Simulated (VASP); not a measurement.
Input of a VASP 6.6.1 run:

INCAR

```
PREC = Accurate
ENCUT = 520
EDIFF = 1E-6
ISMEAR = 0
SIGMA = 0.15
LREAL = F
LASPH = T
NELM = 100
ALGO = Fast
ISIF = 2
LWAVE = F
LCHARG = F
GGA = PE
NBANDS = 21
```

The input KPOINTS:

```
Automatic mesh
0
Gamma
  30 30 16
```

Contents of POSCAR:

```
Ru
1.0
    2.6349680189      0.0000000000      0.0000000000
   -1.3174840094      2.2819492425      0.0000000000
    0.0000000000      0.0000000000      4.5786471864
Ru
2
Direct
    0.3333333333      0.6666666667      0.2500000000
    0.6666666667      0.3333333333      0.7500000000
```

Potentials or basis: VASP PAW PBE potentials, release 64 (Ru_pv).

Launch:

```sh
$ cat potpaw_PBE.64/Ru_pv/POTCAR > POTCAR
$ mpirun -np 1 vasp_std > vasp.out
```

(1) What does it give for the pressure?

(2) What does it give for the band gap on the k mesh?

Results:

(1) 2.3 GPa.

(2) zero (bands 14 and 15 overlap by 2.91 eV).

Caveat: the stress differs along the axes, from -27 to 17 GPa.
